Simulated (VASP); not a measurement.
A run of VASP 6.6.1:

File INCAR:

```
ALGO = Normal
EDIFF = 1E-6
ENCUT = 520
GGA = PE
ISIF = 2
ISMEAR = 0
LASPH = T
LCHARG = T
LELF = T
LREAL = F
LVHAR = T
LWAVE = F
NBANDS = 24
NELM = 100
PREC = Accurate
SIGMA = 0.05
```

File KPOINTS:

```
k-points
0
Gamma
  6 6 6
```

POSCAR

```
KMgF3
1.0
    3.9859000000      0.0249118750      0.0000000000
    0.0249118750      3.9859000000      0.0000000000
    0.0000000000      0.0000000000      3.9859000000
K Mg F
1 1 3
Direct
    0.5000000000      0.5000000000      0.5000000000
    0.0000000000      0.0000000000      0.0000000000
    0.5000000000      0.0000000000      0.0000000000
    0.0000000000      0.5000000000      0.0000000000
    0.0000000000      0.0000000000      0.5000000000
```

Potentials or basis: VASP PAW PBE potentials, release 64 (K_sv, Mg, F).

Run with:

```sh
$ cat potpaw_PBE.64/K_sv/POTCAR potpaw_PBE.64/Mg/POTCAR potpaw_PBE.64/F/POTCAR > POTCAR
$ mpirun -np 1 vasp_std > vasp.out
```

Hardware: 1 thread of Intel(R) Xeon(R) 6975P-C (Granite Rapids), on a shared host.

Task: How long does it take, and how much memory?

Result: Wall time 27 s on 1 thread of Intel(R) Xeon(R) 6975P-C (Granite Rapids) (shared host), peak memory 0.21 GiB. Counts: scf iterations 13, k points 52.
